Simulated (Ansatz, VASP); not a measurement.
Ga in VASP and in Ansatz

The input INCAR:

```
SYSTEM = Ga
PREC = Accurate ; ENCUT = 520
EDIFF = 1E-6 ; ISMEAR = -1
SIGMA = 0.1 ; LREAL = .FALSE.
LASPH = .TRUE. ; NELM = 100
ALGO = Normal ; ISIF = 2
LWAVE = .FALSE. ; LCHARG = .TRUE.
GGA = RE ; LELF = .TRUE.
LVHAR = .TRUE. ; NBANDS = 20
```

File KPOINTS:

```
regular mesh
0
G
  13 13 11
  0 0 0
```

File POSCAR:

```
Ga
1.0
    1.3846943235     -4.2227048711      0.0248534317
    1.3846943235      4.2227048711      0.0248534317
   -0.0577528276      0.0000000000      3.2319843018
Ga
2
Direct
    0.8677114022      0.1322885978      0.2500000000
    0.1322885978      0.8677114022      0.7500000000
```

Input for Ansatz:

```yaml
crystal:
  lattice:
    - [1.3846943235, -4.2227048711, 0.0248534317]
    - [1.3846943235, 4.2227048711, 0.0248534317]
    - [-0.0577528276, 0.0, 3.2319843018]
  atoms:
    - { symbol: Ga, position: [0.8677114022, 0.1322885978, 0.25] }
    - { symbol: Ga, position: [0.1322885978, 0.8677114022, 0.75] }
hamiltonian:
  xc: revpbe
  pseudopotentials:
    kind: paw
    azcp:
      Ga: "pseudopotentials/Ga.paw.azcp"
basis:
  ecutwfc: 420
  fft_grid_basis: typed
kpoints:
  mp_grid: { grid: [13, 13, 11], shift: [0, 0, 0] }
magnetization:
  spin_polarized: false
scf:
  occupations: { method: fermi_dirac, width: 0.1 }
  lower_state_search: "off"
output:
  stress: true
  write_density: true
  write_potential: true
  elf: true
  volumetric_format: npy
```

Alike in both runs: task single point; functional revPBE; k mesh 13 × 13 × 11; occupations fermi-dirac, width 0.1 eV; no spin polarisation.

|  | VASP | Ansatz |
| --- | --- | --- |
| version | VASP 6.6.1 | Ansatz 0.2.0 |
| potentials or method | VASP PAW PBE potentials, release 64 (Ga_d), cutoff 520 eV | plane waves (420 eV) with PAW, scalar-relativistic |
| valence electrons in the cell | 26 | 26 |

VASP gave:

```
pressure (GPa)                                                : 2.1
traceless stress, the component that is largest in VASP (GPa) : 0.94
```

Problem. Estimate Ansatz's values.

Solution. Pressure (GPa): 2.1; traceless stress, the component that is largest in VASP (GPa): 0.93.

VASP's potentials were made for PBE, not for revPBE. The functional is the same, so the differences come from potentials, cutoffs and numerics.
